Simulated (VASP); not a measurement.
# Te (P-1) in VASP: single point with PBE

Aim: the single point of Te with PBE.

Everything below comes from runs of VASP 6.6.1. Logs are shortened: lines on timing, memory, paths and dates and some standing lists are left out, and cuts for length are marked.

### 1 The cell of the first run

The typed cell holds 5 atoms: a = 5.392 Å, b = 5.398 Å, c = 6.828 Å, α = 78.89°, β = 78.63°, γ = 70.28°.

### 2 Single point, PBE

Contents of INCAR:

```
SYSTEM = Te
  ALGO = Normal
  EDIFF = 1E-6
  ENCUT = 520
  GGA = PE
  ISIF = 2
  ISMEAR = 0
  LASPH = .TRUE.
  LCHARG = .FALSE.
  LREAL = .FALSE.
  LWAVE = .FALSE.
  NBANDS = 23
  NELM = 100
  PREC = Accurate
  SIGMA = 0.1
```

Contents of KPOINTS:

```
k-points
0
G
  8 8 6
  0 0 0
```

Contents of POSCAR:

```
Te
1.0
    5.3909314566     -0.0922557960     -0.0157740478
    1.9080327376      5.0490779975      0.0108531683
    1.3803279032      0.8708834227      6.6305667909
Te
5
Direct
    0.3099606793      0.8111314255      0.6725197805
    0.8117528549      0.3132791410      0.6853295074
    0.1882471451      0.6867208590      0.3146704926
    0.5000000000      0.0000000000      0.0000000000
    0.6900393207      0.1888685745      0.3274802195
```

Potentials or basis: VASP PAW PBE potentials, release 64 (Te).

Started as:

```bash
$ cat potpaw_PBE.64/Te/POTCAR > POTCAR
$ mpirun -np 1 vasp_std > vasp.out
```

OUTCAR:

```text
SYSTEM = Te
   EDIFF = 1E-6
   ENCUT = 520
   GGA = PE
   ISIF = 2
   ISMEAR = 0
   LASPH = .TRUE.
   LREAL = .FALSE.
   NELM = 100
   PREC = Accurate

 ion  position               nearest neighbor table
   1  0.310  0.811  0.673-   3 2.90   4 3.09   2 3.11   2 3.11   5 3.60
   2  0.812  0.313  0.685-   5 2.90   4 3.07   1 3.11   1 3.11   3 3.66
   3  0.188  0.687  0.315-   1 2.90   4 3.07   5 3.11   5 3.11   2 3.66
   4  0.500  0.000  0.000-   2 3.07   3 3.07   1 3.09   5 3.09
   5  0.690  0.189  0.327-   2 2.90   4 3.09   3 3.11   3 3.11   1 3.60

  Warning from LATTYP: Got some problem with cell dimensions!
  Tried to take original basis but could not verify dimensions!
  LATTYP: Found a triclinic cell.
 ALAT       =     5.3917438665
 B/A-ratio  =     1.1517684942
 C/A-ratio  =     1.2664699265
 COS(alpha) =     0.0036195223
 COS(beta)  =     0.1970892474
 COS(gamma) =     0.5749435680

  Lattice vectors:

 A1 = (  -5.3909314566,   0.0922557960,   0.0157740478)
 A2 = (  -3.4828987190,   5.1413337935,   0.0266272161)
 A3 = (  -1.3803279032,  -0.8708834227,  -6.6305667909)

Analysis of symmetry for initial positions (statically):
=====================================================================
 Subroutine PRICEL returns:
 Original cell was already a primitive cell.

 Routine SETGRP: Setting up the symmetry group for a
 triclinic supercell.

 Subroutine GETGRP returns: Found  2 space group operations
 (whereof  2 operations were pure point group operations)
 out of a pool of  2 trial point group operations.

The static configuration has the point symmetry S_2 .

Analysis of symmetry for dynamics (positions and initial velocities):
=====================================================================
 Subroutine PRICEL returns:
 Original cell was already a primitive cell.

 Routine SETGRP: Setting up the symmetry group for a
 triclinic supercell.

 Subroutine GETGRP returns: Found  2 space group operations
 (whereof  2 operations were pure point group operations)
 out of a pool of  2 trial point group operations.

The dynamic configuration has the point symmetry S_2 .

 Subroutine INISYM returns: Found  2 space group operations
 (whereof  2 operations are pure point group operations),
 and found     1 'primitive' translations

----------------------------------------------------------------------------------------

                                     Primitive cell

  volume of cell :     181.6775

  direct lattice vectors                    reciprocal lattice vectors
     5.390931457 -0.092255796 -0.015774048     0.184220933 -0.069553787 -0.029215007
     1.908032738  5.049077998  0.010853168     0.003291387  0.196869211 -0.026542727
     1.380327903  0.870883423  6.630566791     0.000432872 -0.000487711  0.150790613

  length of vectors
     5.391743867  5.397582361  6.828481458     0.199069329  0.198677718  0.150792023

  position of ions in fractional coordinates (direct lattice)
     0.309960679  0.811131426  0.672519780
     0.811752855  0.313279141  0.685329507
     0.188247145  0.686720859  0.314670493
     0.500000000  0.000000000  0.000000000
     0.690039321  0.188868574  0.327480220

  ion indices of the primitive-cell ions
   primitive index   ion index
                 1           1
                 2           2
                 3           3
                 4           4
                 5           5

----------------------------------------------------------------------------------------

 KPOINTS: k-points

Automatic generation of k-mesh.
 Grid dimensions read from file:
 generate k-points for:    8    8    6

 Generating k-lattice:

  Cartesian coordinates                     Fractional coordinates (reciprocal lattice)
     0.023027617 -0.008694223 -0.003651876     0.125000000 -0.000000000  0.000000000
     0.000411423  0.024608651 -0.003317841     0.000000000  0.125000000 -0.000000000
     0.000072145 -0.000081285  0.025131769     0.000000000  0.000000000  0.166666667

  Length of vectors
     0.024883666  0.024834715  0.025132004

  Shift w.r.t. Gamma in fractional coordinates (k-lattice)
     0.000000000  0.000000000  0.000000000

 Subroutine IBZKPT returns following result:
 ===========================================

 Found    196 irreducible k-points:

 Following reciprocal coordinates:
            Coordinates               Weight
  0.000000  0.000000  0.000000      1.000000
  0.125000  0.000000  0.000000      2.000000
  0.250000  0.000000  0.000000      2.000000
  0.375000  0.000000  0.000000      2.000000
  0.500000  0.000000  0.000000      1.000000
  0.000000  0.125000 -0.000000      2.000000
[... 16 lines left out ...]
  0.125000  0.375000 -0.000000      2.000000
  0.250000  0.375000  0.000000      2.000000
 [... further k-points ...]
   k-points           NKPTS =    196   k-points in BZ     NKDIM =    196   number of bands    NBANDS=     23
   number of dos      NEDOS =    301   number of ions     NIONS =      5
   total plane-waves  NPLWV =  86400
   dimension x,y,z NGX =    40 NGY =   40 NGZ =   54
   dimension x,y,z NGXF=    80 NGYF=   80 NGZF=  108
   ions per type =               5
   NGX,Y,Z   is equivalent  to a cutoff of  12.33, 12.32, 13.15 a.u.
   NGXF,Y,Z  is equivalent  to a cutoff of  24.67, 24.64, 26.29 a.u.
 SYSTEM =  Te
   PREC   = accura    normal or accurate (medium, high low for compatibility)
   ISTART =      0    job   : 0-new  1-cont  2-samecut
   ICHARG =      2    charge: 1-file 2-atom 10-const
   ISPIN  =      1    spin polarized calculation?
   LNONCOLLINEAR =      F non collinear calculations
   LSORBIT =      F    spin-orbit coupling
   LASPH  =      T    aspherical Exc in radial PAW
   ENCUT  =  520.0 eV  38.22 Ry    6.18 a.u.  10.03 10.04 12.70*2*pi/ulx,y,z
   NELM   =    100;   NELMIN=  2; NELMDL= -5     # of ELM steps
   EDIFF  = 0.1E-05   stopping-criterion for ELM
   LREAL  =      F    real-space projection
[... 7 lines left out ...]
   TEBEG  =    0.0;   TEEND  =   0.0 temperature during run
   PSTRESS=    0.0 pullay stress
   NELECT =      30.0000    total number of electrons
   NUPDOWN=      -1.0000    fix difference up-down
   EMIN   =  10.00;   EMAX   =-10.00  energy-range for DOS
   EFERMI =   0.00;   METHOD = LEGACY
   ISMEAR =     0;   SIGMA  =   0.10  broadening in eV -4-tet -1-fermi 0-gaus
   EFERMI_NEDOS =   21; number of points for ismear=-14 and -15
   IALGO  =     38    algorithm
   IMIX   =      4    mixing-type and parameters
     AMIX     =   0.40;   BMIX     =  1.00
     AMIX_MAG =   1.60;   BMIX_MAG =  1.00
  volume/ion in A,a.u.               =      36.34       245.20
  Fermi-wavevector in a.u.,A,eV,Ry     =   0.898149  1.697255 10.975425  0.806671
  Thomas-Fermi vector in A             =   2.020822
   LORBIT       =      0    0 simple, 1 ext, 2 COOP (PROOUT), +10 PAW based schemes
   GGA     = PE    functional components
   LHFCALC =     F    Hartree Fock is set to
   AEXX    =    0.0000 exact exchange contribution
   IVDW    =     0    specifies the selected vdW correction
   LEPSILON=     F    determine dielectric tensor
   LRPA    =     F    only Hartree local field effects (RPA)
 non-spin polarized calculation
 Gauss-broadening in eV      SIGMA  =   0.10
  energy-cutoff  :      520.00
  volume of cell :      181.68
 maximum number of plane-waves:      4920
   NGX = 21   NGY = 21   NGZ = 25

 number of electron      30.0000001 magnetization

 Free energy of the ion-electron system (eV)
  ---------------------------------------------------
  ext. energy  EPLUGINS =         0.00000000
  ---------------------------------------------------
  free energy    TOTEN  =       -15.19364531 eV

  energy without entropy =      -15.17648859  energy(sigma->0) =      -15.18506695

 E-fermi :   4.9541     XC(G=0):  -8.7107

 val. band max:        4.9484904150   @ k =   0.2500   0.5000   0.1667
 cond. band min:       4.9575093448   @ k =   0.3750   0.0000   0.1667
 fundamental gap:      0.0090189298
 Fermi energy:         4.9540960729

 k-point     1 :       0.0000    0.0000    0.0000
  band No.  band energies     occupation
      1      -8.3226      2.00000
      2      -6.1555      2.00000
      3      -5.6096      2.00000
      4      -5.3745      2.00000
      5      -4.1752      2.00000
      6      -0.0323      2.00000
[... 15 lines left out ...]
     22       9.1518      0.00000
     23       9.9562      0.00000

 k-point     2 :       0.1250    0.0000    0.0000
  band No.  band energies     occupation
      1      -8.2566      2.00000
      2      -6.1188      2.00000
      3      -5.8062      2.00000
      4      -5.3050      2.00000
      5      -4.3048      2.00000
      6       0.1854      2.00000
[... 15 lines left out ...]
     22       9.1954      0.00000
     23      10.1163      0.00000

 k-point     3 :       0.2500    0.0000    0.0000
  band No.  band energies     occupation
      1      -8.0624      2.00000
      2      -6.2839      2.00000
      3      -5.9213      2.00000
      4      -5.2349      2.00000
      5      -4.6222      2.00000
      6       0.4090      2.00000
[... 15 lines left out ...]
     22       9.5696      0.00000
     23      10.3778      0.00000

 k-point     4 :       0.3750    0.0000    0.0000
  band No.  band energies     occupation
      1      -7.7588      2.00000
      2      -6.7584      2.00000
      3      -5.7016      2.00000
      4      -5.1981      2.00000
      5      -4.9992      2.00000
      6       0.2257      2.00000
[... 15 lines left out ...]
     22      10.3637      0.00000
     23      10.6802      0.00000

 k-point     5 :       0.5000    0.0000    0.0000
  band No.  band energies     occupation
      1      -7.4904      2.00000
      2      -7.0950      2.00000
      3      -5.3993      2.00000
      4      -5.3906      2.00000
      5      -5.1519      2.00000
      6       0.1609      2.00000
[... 434 lines left out ...]
 k-point    22 :       0.0000    0.3750    0.0000
  band No.  band energies     occupation
      1      -7.7593      2.00000
      2      -6.7610      2.00000
      3      -5.7004      2.00000
      4      -5.1954      2.00000
      5      -4.9999      2.00000
      6       0.2229      2.00000
[... 15 lines left out ...]
     22      10.3626      0.00000
     23      10.6849      0.00000

 k-point    23 :       0.1250    0.3750   -0.0000
  band No.  band energies     occupation
      1      -7.8622      2.00000
      2      -6.5976      2.00000
      3      -5.9680      2.00000
      4      -5.1207      2.00000
      5      -4.5487      2.00000
      6       0.0388      2.00000
[... 15 lines left out ...]
     22       9.7701      0.00000
     23      10.8418      0.00000

 k-point    24 :       0.2500    0.3750    0.0000
  band No.  band energies     occupation
      1      -7.8671      2.00000
      2      -6.5249      2.00000
      3      -6.1550      2.00000
      4      -5.0199      2.00000
      5      -4.1877      2.00000
      6      -0.2261      2.00000
[... 15 lines left out ...]
     22       9.5736      0.00000
     23      11.0133      0.00000

 [... further k-points ...]
[... 5 lines left out ...]
  --------------------------------------------------------------------------------------
  -------------------------------------------------------------------------------------
  Total       -0.0227120     -0.0300717     -0.0194799     -0.0038685      0.0091329     -0.0028724
  in kB       -0.2002923     -0.2651963     -0.1717893     -0.0341154      0.0805416     -0.0253309
  external PRESSURE =      -0.2124260 kB  Pullay stress =       0.0000000 kB

 VOLUME and BASIS-vectors are now :
 -----------------------------------------------------------------------------
  energy-cutoff  :      520.00
  volume of cell :      181.68
      direct lattice vectors                 reciprocal lattice vectors
     5.390931457 -0.092255796 -0.015774048     0.184220933 -0.069553787 -0.029215007
     1.908032738  5.049077998  0.010853168     0.003291387  0.196869211 -0.026542727
     1.380327903  0.870883423  6.630566791     0.000432872 -0.000487711  0.150790613

 POSITION                                       TOTAL-FORCE (eV/Angst)
 -----------------------------------------------------------------------------------
      4.14694      4.65256      4.46310         0.008139      0.002464      0.008820
      5.91983      2.10372      4.53472         0.001563      0.000763      0.005211
      2.75946      3.72398      2.09093        -0.001563     -0.000763     -0.005211
      2.69547     -0.04613     -0.00789         0.000000     -0.000000      0.000000
      4.53235      1.17515      2.16254        -0.008139     -0.002464     -0.008820
 -----------------------------------------------------------------------------------
    total drift:                               -0.000000     -0.000000     -0.000000

  FREE ENERGIE OF THE ION-ELECTRON SYSTEM (eV)
  ---------------------------------------------------
  free  energy   TOTEN  =       -15.1936453076 eV

  energy  without entropy=      -15.1764885910  energy(sigma->0) =      -15.18506695
```

It took 7.5 min on 1 thread of Intel Xeon Platinum 8375C at 2.90GHz (Ice Lake), shared host; peak memory 0.7 GiB.

Results:

- Free energy: -15.1936 eV
- Pressure: 0.0 GPa
- Largest force: 0.012 eV/Å
- Band gap on the k mesh: zero (band 15 reaches 5.63 eV, above the bottom of band 16 at 4.39 eV)

Forces on the atoms (eV/Å):
```
Te   0.008  0.002  0.009
Te   0.002  0.001  0.005
Te  -0.002 -0.001 -0.005
Te   0.000  0.000  0.000
Te  -0.008 -0.002 -0.009
```

Levels at points of the mesh, in eV from the Fermi level:
| k point | band 12 | band 13 | band 14 | band 15 | band 16 | band 17 | band 18 | band 19 |
| --- | --- | --- | --- | --- | --- | --- | --- | --- |
| (0.00, 0.00, 0.00) | -2.01 | -1.26 | -1.09 | -0.46 | 2.00 | 2.52 | 2.57 | 2.77 |
| (0.50, 0.00, 0.00) | -1.67 | -0.66 | -0.60 | -0.32 | -0.18 | 0.09 | 1.43 | 1.53 |
| (0.00, 0.50, 0.00) | -1.68 | -0.66 | -0.59 | -0.32 | -0.17 | 0.10 | 1.43 | 1.52 |
| (0.50, 0.50, 0.00) | -1.01 | -0.74 | -0.41 | 0.16 | 0.73 | 2.81 | 2.81 | 3.07 |
| (0.00, 0.00, 0.50) | -1.52 | -1.24 | -1.13 | -0.26 | 0.74 | 1.05 | 2.46 | 3.04 |
| (0.50, 0.00, 0.50) | -1.91 | -1.78 | -1.19 | -0.79 | -0.13 | 0.13 | 0.54 | 2.53 |
| (0.00, 0.50, 0.50) | -1.92 | -1.78 | -1.19 | -0.78 | -0.14 | 0.12 | 0.54 | 2.53 |
| (0.50, 0.50, 0.50) | -1.05 | -0.75 | -0.64 | -0.03 | 1.12 | 1.68 | 2.91 | 3.06 |

Caveat: spin-orbit coupling is left out, which moves the levels of the heavy elements.
